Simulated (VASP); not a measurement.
NiO: single point with PBE+U

The system is NiO.

```
Ni O
1.0
     0.00000    2.08590    2.08590
     2.08590    0.00000    2.08590
     2.08590    2.08590    0.00000
Ni O
1 1
Direct
  0.00000 0.00000 0.00000
  0.50000 0.50000 0.50000
```

| Property | Result |
| --- | --- |
| Program | VASP 6.6.1 |
| Task | single point |
| Functional | PBE |
| Potentials or basis | VASP PAW PBE potentials, release 64 (Ni, O) |
| Cutoff | 600 eV |
| k mesh | 11 × 11 × 11 |
| Occupations | methfessel-paxton, width 0.05 eV |
| Spin | collinear spin, ferromagnetic start |
| Starting moments | [1.91, 0.21] μB |
| Hubbard terms | Ni d U = 7.0 eV |
| Dipole correction | no |
| Further INCAR settings | ALGO = Normal; EDIFF = 1e-06; NBANDS = 19 |

The pressure is 2.1 GPa, the band gap on the k mesh is 2.93 eV (least direct gap 3.55 eV) and the net moment is 2.00 μB per cell. The site moments are Ni +1.85; O +0.15 μB and the valence electrons inside the program's atomic spheres are Ni 9.01; O 5.04.

Levels at points of the mesh, in eV from the valence-band top:
Spin up:
```csv
k point,band 5,band 6,band 7,band 8,band 9,band 10,band 11,band 12,band 13,band 14
"(0.00, 0.00, 0.00)",-5.32,-5.32,-1.25,-1.25,-1.25,2.93,17.74,17.74,17.74,19.19
```
Spin down:
```csv
k point,band 5,band 6,band 7,band 8,band 9,band 10
"(0.00, 0.00, 0.00)",-0.93,-0.93,-0.93,2.97,2.97,3.27
```

Eigenvalues of the final occupation matrices:
```csv
site,spin,trace,eigenvalues
site 1 d,1,5.05,0.99 0.99 0.99 1.04 1.04
site 1 d,2,3.22,0.13 0.13 0.99 0.99 0.99
```

Wall time 45 s on 1 thread of AMD EPYC 7R43 64-Core Processor (Zen 3), on a shared host, peak memory 0.14 GiB.

Caveat: an odd mesh through Γ misses points on the zone boundary, where band edges can lie; a cell with one magnetic atom can't hold antiferromagnetic order, which such compounds often take. The state reached can hang on the start; a lower one may exist.
